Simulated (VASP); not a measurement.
# BaTiO3 (R3m) in VASP: single point with r2SCAN

Aim: the single point of BaTiO3 with r2SCAN.

Program: VASP 6.6.1. These are calculated values, not measurements. Logs are shortened: lines on timing, memory, paths and dates and some standing lists are left out, and cuts for length are marked.

### 1 The cell of the first run

Symmetry: R3m, No. 160, trigonal system. The conventional cell has a = 5.840 Å, b = 5.840 Å, c = 6.616 Å, α = 90.00°, β = 90.00°, γ = 120.00°. Ba (site symmetry 3m) has 12 O at 2.71 to 2.92 Å and 8 Ti at 3.22 to 3.58 Å within 3.6 Å. Within 2.5 Å of Ti (site symmetry 3m) lie 6 O at 1.89 to 2.15 Å. Within 2.5 Å of O (site symmetry m) lie 2 Ti at 1.89 to 2.15 Å.

### 2 Single point, r2SCAN

The input, POSCAR:

```
BaTiO3
1.0
    2.9200969688      1.6859187710      2.2053699805
   -2.9200969688      1.6859187710      2.2053699805
    0.0000000000     -3.3718375419      2.2053699806
Ba Ti O
1 1 3
Direct
    0.0027851043      0.0027851043      0.0027851043
    0.5162478494      0.5162478494      0.5162478494
    0.4897536543      0.4897536543      0.9801597377
    0.4897536543      0.9801597377      0.4897536543
    0.9801597377      0.4897536543      0.4897536543
```

The input, INCAR.step1:

```
SYSTEM = BaTiO3
ALGO = Normal
EDIFF = 1E-5
ENCUT = 1480
GGA = PE
GGA_COMPAT = .False.
ISMEAR = 0
LASPH = .True.
LCHARG = .False.
LREAL = .False.
LWAVE = .True.
NBANDS = 28
NELM = 120
PREC = Accurate
SIGMA = 0.05
```

The input, INCAR.step2:

```
SYSTEM = BaTiO3
ALGO = Normal
EDIFF = 1E-6
ENCUT = 1480
GGA_COMPAT = .False.
ISIF = 2
ISMEAR = 0
ISTART = 1
LASPH = .True.
LCHARG = .False.
LMIXTAU = .True.
LREAL = .False.
LWAVE = .False.
METAGGA = R2SCAN
NBANDS = 28
NELM = 120
PREC = Accurate
SIGMA = 0.05
```

The input, KPOINTS:

```
k-points
0
Gamma
  6 6 6
  0 0 0
```

Potentials or basis: VASP PAW PBE potentials, release 64 (Ba_sv, Ti_sv, O_h).

The run is started by

```
cat potpaw_PBE.64/Ba_sv/POTCAR potpaw_PBE.64/Ti_sv/POTCAR potpaw_PBE.64/O_h/POTCAR > POTCAR
cp INCAR.step1 INCAR
mpirun -np 1 vasp_std > vasp.out
cp INCAR.step2 INCAR
mpirun -np 1 vasp_std > vasp.out
```

OUTCAR:

```text
SYSTEM = BaTiO3
   EDIFF = 1E-6
   ENCUT = 1480
   ISIF = 2
   ISMEAR = 0
   ISTART = 1
   LASPH = .True.
   LREAL = .False.
   METAGGA = R2SCAN
   NELM = 120
   PREC = Accurate

 ion  position               nearest neighbor table
   1  0.003  0.003  0.003-   3 2.71   4 2.71   5 2.71   3 2.84   4 2.84   5 2.84   5 2.92   4 2.92
                             5 2.92   4 2.92   3 2.92   3 2.92   2 3.22   2 3.40   2 3.52   2 3.52
   2  0.516  0.516  0.516-   3 1.89   4 1.89   5 1.89   3 2.15   4 2.15   5 2.15   1 3.22   1 3.40
                             1 3.52   1 3.52   1 3.52   1 3.58   1 3.58   1 3.58
   3  0.490  0.490  0.980-   2 1.89   2 2.15   1 2.71   1 2.84   1 2.92   1 2.92
   4  0.490  0.980  0.490-   2 1.89   2 2.15   1 2.71   1 2.84   1 2.92   1 2.92
   5  0.980  0.490  0.490-   2 1.89   2 2.15   1 2.71   1 2.84   1 2.92   1 2.92

  LATTYP: Found a trigonal (rhomboedric) cell.
 ALAT       =     4.0290129263
 COS(alpha) =    -0.0505753852

  Lattice vectors:

 A1 = (   2.9200969688,   1.6859187710,   2.2053699805)
 A2 = (  -2.9200969688,   1.6859187710,   2.2053699805)
 A3 = (   0.0000000000,  -3.3718375419,   2.2053699806)

Analysis of symmetry for initial positions (statically):
=====================================================================
 Subroutine PRICEL returns:
 Original cell was already a primitive cell.

 Routine SETGRP: Setting up the symmetry group for a
 trigonal (rhombohedral) supercell.

 Subroutine GETGRP returns: Found  6 space group operations
 (whereof  6 operations were pure point group operations)
 out of a pool of 12 trial point group operations.

The static configuration has the point symmetry C_3v.

Analysis of symmetry for dynamics (positions and initial velocities):
=====================================================================
 Subroutine PRICEL returns:
 Original cell was already a primitive cell.

 Routine SETGRP: Setting up the symmetry group for a
 trigonal (rhombohedral) supercell.

 Subroutine GETGRP returns: Found  6 space group operations
 (whereof  6 operations were pure point group operations)
 out of a pool of 12 trial point group operations.

The dynamic configuration has the point symmetry C_3v.

 Subroutine INISYM returns: Found  6 space group operations
 (whereof  6 operations are pure point group operations),
 and found     1 'primitive' translations

----------------------------------------------------------------------------------------
[... 100 lines left out ...]
   LREAL  =      F    real-space projection
   EDIFFG = 0.1E-04   stopping-criterion for IOM
   NSW    =      0    number of steps for IOM
   IBRION =     -1    ionic relax: 0-MD 1-quasi-New 2-CG
   NFREE  =      0    steps in history (QN), initial steepest desc. (CG)
   ISIF   =      2    stress and relaxation
   ISYM   =      2    0-nonsym 1-usesym 2-fastsym
   POTIM  = 0.5000    time-step for ionic-motion
   TEBEG  =    0.0;   TEEND  =   0.0 temperature during run
   PSTRESS=    0.0 pullay stress
   NELECT =      40.0000    total number of electrons
   NUPDOWN=      -1.0000    fix difference up-down
   EMIN   =  10.00;   EMAX   =-10.00  energy-range for DOS
   EFERMI =   0.00;   METHOD = LEGACY
   ISMEAR =     0;   SIGMA  =   0.05  broadening in eV -4-tet -1-fermi 0-gaus
   EFERMI_NEDOS =   21; number of points for ismear=-14 and -15
   IALGO  =     38    algorithm
   IMIX   =      4    mixing-type and parameters
     AMIX     =   0.40;   BMIX     =  1.00
     AMIX_MAG =   1.60;   BMIX_MAG =  1.00
  volume/ion in A,a.u.               =      13.03        87.92
  Fermi-wavevector in a.u.,A,eV,Ry     =   1.391466  2.629490 26.343298  1.936178
  Thomas-Fermi vector in A             =   2.515302
   LORBIT       =      0    0 simple, 1 ext, 2 COOP (PROOUT), +10 PAW based schemes
   METAGGA = R2SCAN    functional components
   LHFCALC =     F    Hartree Fock is set to
   AEXX    =    0.0000 exact exchange contribution
   IVDW    =     0    specifies the selected vdW correction
   LEPSILON=     F    determine dielectric tensor
   LRPA    =     F    only Hartree local field effects (RPA)
 non-spin polarized calculation
 Gauss-broadening in eV      SIGMA  =   0.05
  energy-cutoff  :     1480.00
  volume of cell :       65.14
 maximum number of plane-waves:      8458
 NGX is ok and might be reduce to    54
   NGX = 25   NGY = 25   NGZ = 25

 number of electron      40.0000002 magnetization

 Free energy of the ion-electron system (eV)
  ---------------------------------------------------
  ext. energy  EPLUGINS =         0.00000000
  ---------------------------------------------------
  free energy    TOTEN  =       -74.08753963 eV

  energy without entropy =      -74.08753963  energy(sigma->0) =      -74.08753963

 E-fermi :   4.1691     XC(G=0): -11.8115

 val. band max:        3.8042144967   @ k =   0.5000   0.5000   0.5000
 cond. band min:       6.4206333820   @ k =   0.0000   0.0000   0.0000
 fundamental gap:      2.6164188854
 Fermi energy:         4.1690796970

 k-point     1 :       0.0000    0.0000    0.0000
  band No.  band energies     occupation
      1     -54.8808      2.00000
      2     -30.1244      2.00000
      3     -30.0499      2.00000
      4     -30.0499      2.00000
      5     -21.8046      2.00000
      6     -14.0604      2.00000
[... 733 lines left out ...]
     27      12.4509      0.00000
     28      12.9504      0.00000

 [... further k-points ...]

------------------------ aborting loop because EDIFF is reached ----------------------------------------

  FORCE on cell =-STRESS in cart. coord.  units (eV):
  Direction    XX          YY          ZZ          XY          YZ          ZX
  --------------------------------------------------------------------------------------
  -------------------------------------------------------------------------------------
  Total       -2.1441186     -2.1441186      6.1945657      0.0000000      0.0000000      0.0000000
  in kB      -52.7342489    -52.7342489    152.3543352      0.0000000      0.0000000      0.0000000
  external PRESSURE =      15.6286124 kB  Pullay stress =       0.0000000 kB

 VOLUME and BASIS-vectors are now :
 -----------------------------------------------------------------------------
  energy-cutoff  :     1480.00
  volume of cell :       65.14
      direct lattice vectors                 reciprocal lattice vectors
     2.920096969  1.685918771  2.205369980     0.171227191  0.098858065  0.151146219
    -2.920096969  1.685918771  2.205369980    -0.171227191  0.098858065  0.151146219
     0.000000000 -3.371837542  2.205369981     0.000000000 -0.197716129  0.151146219

 POSITION                                       TOTAL-FORCE (eV/Angst)
 -----------------------------------------------------------------------------------
      0.00000      0.00000      0.01843         0.000000     -0.000000     -0.041404
      0.00000      0.00000      3.41555         0.000000     -0.000000     -0.288268
      0.00000     -1.65357      4.32179         0.000000      0.171386      0.109891
     -1.43203      0.82678      4.32179         0.148425     -0.085693      0.109891
      1.43203      0.82678      4.32179        -0.148425     -0.085693      0.109891
 -----------------------------------------------------------------------------------
    total drift:                               -0.000000      0.000000     -0.001762

  FREE ENERGIE OF THE ION-ELECTRON SYSTEM (eV)
  ---------------------------------------------------
  free  energy   TOTEN  =       -74.0875396328 eV

  energy  without entropy=      -74.0875396328  energy(sigma->0) =      -74.08753963
```

OUTCAR.step1:

```text
SYSTEM = BaTiO3
   EDIFF = 1E-5
   ENCUT = 1480
   GGA = PE
   ISMEAR = 0
[... 980 lines left out ...]
      0.00000      0.00000      3.41555         0.000000     -0.000000     -0.228752
      0.00000     -1.65357      4.32179         0.000000      0.123291      0.085855
     -1.43203      0.82678      4.32179         0.106773     -0.061646      0.085855
      1.43203      0.82678      4.32179        -0.106773     -0.061646      0.085855
 -----------------------------------------------------------------------------------
    total drift:                               -0.000000      0.000000      0.001142

  FREE ENERGIE OF THE ION-ELECTRON SYSTEM (eV)
  ---------------------------------------------------
  free  energy   TOTEN  =       -39.8428536275 eV

  energy  without entropy=      -39.8428536275  energy(sigma->0) =      -39.84285363
```

It took 16 min on 1 thread of Intel Xeon Platinum 8488C (Sapphire Rapids), shared host; peak memory 0.63 GiB.

What came out:

```
Free energy            : -74.0875 eV
Pressure               : 1.6 GPa
Largest force          : 0.288 eV/Å
Band gap on the k mesh : 2.62 eV (least direct gap 3.00 eV)
```

Forces on the atoms (eV/Å):
```
Ba   0.000  0.000 -0.041
Ti   0.000  0.000 -0.288
O    0.000  0.171  0.110
O    0.148 -0.086  0.110
O   -0.148 -0.086  0.110
```

Stress tensor (GPa, compression positive):
```
-5.27  0.00  0.00
 0.00 -5.27  0.00
 0.00  0.00 15.24
```

Caveat: the stress differs along the axes, from -5 to 15 GPa; the PAW data sets were made with another functional, which shifts forces and pressure a little; spin-orbit coupling is left out, which moves the levels of the heavy elements.
